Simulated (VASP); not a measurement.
Input of a VASP 6.6.1 run:

INCAR

```
SYSTEM = MgO
ALGO = Normal
EDIFF = 1E-7
ENCUT = 520
GGA = PS
ISIF = 2
ISMEAR = 0
LASPH = .TRUE.
LCHARG = .FALSE.
LREAL = .FALSE.
LWAVE = .FALSE.
NBANDS = 36
NELM = 100
PREC = Accurate
SIGMA = 0.05
```

File KPOINTS:

```
k-points
0
G
  9 9 2
  0 0 0
```

POSCAR

```
MgO
1.0
    2.1351500000     -2.1351500000      0.0000000000
    2.1351500000      0.0000000000     -2.1351500000
    8.3673949192      8.3673949192      8.3673949192
Mg O
6 6
Direct
    0.6666666667      0.6666666667      0.0425291667
    0.0000000000      0.0000000000      0.8931125006
    0.3333333333      0.3333333333      0.2126458335
    0.6666666667      0.6666666667      0.5528791671
    0.0000000000      0.0000000000      0.3827625003
    0.3333333333      0.3333333333      0.7229958338
    0.6666666667      0.6666666667      0.2977041669
    0.0000000000      0.0000000000      0.1275875001
    0.3333333333      0.3333333333      0.4678208337
    0.6666666667      0.6666666667      0.8080541672
    1.0000000000      1.0000000000      0.6379375004
    0.3333333333      0.3333333333      0.9781708340
```

Potentials or basis: VASP PAW PBE potentials, release 64 (Mg, O).

Command:

```console
$ cat potpaw_PBE.64/Mg/POTCAR potpaw_PBE.64/O/POTCAR > POTCAR
$ mpirun -np 1 vasp_std > vasp.out
```

Task: What does it give for the band gap on the k mesh?

Result: 3.63 eV.

Task: Predict the largest force.

Result: 3.229 eV/Å.

Forces on the atoms (eV/Å):
```
Mg   1.864  1.864  1.864
Mg  -0.586 -0.586 -0.586
Mg  -0.157 -0.157 -0.157
Mg  -0.163 -0.163 -0.163
Mg  -0.163 -0.163 -0.163
Mg  -0.160 -0.160 -0.160
O    0.163  0.163  0.163
O    0.259  0.259  0.259
O    0.163  0.163  0.163
O    0.151  0.151  0.151
O    0.163  0.163  0.163
O   -1.535 -1.535 -1.535
```

Caveat: the cell differs from its parent crystal (the distance across one plane changed); the PAW data sets were made with another functional, which shifts forces and pressure a little. A k mesh can miss the band edges.
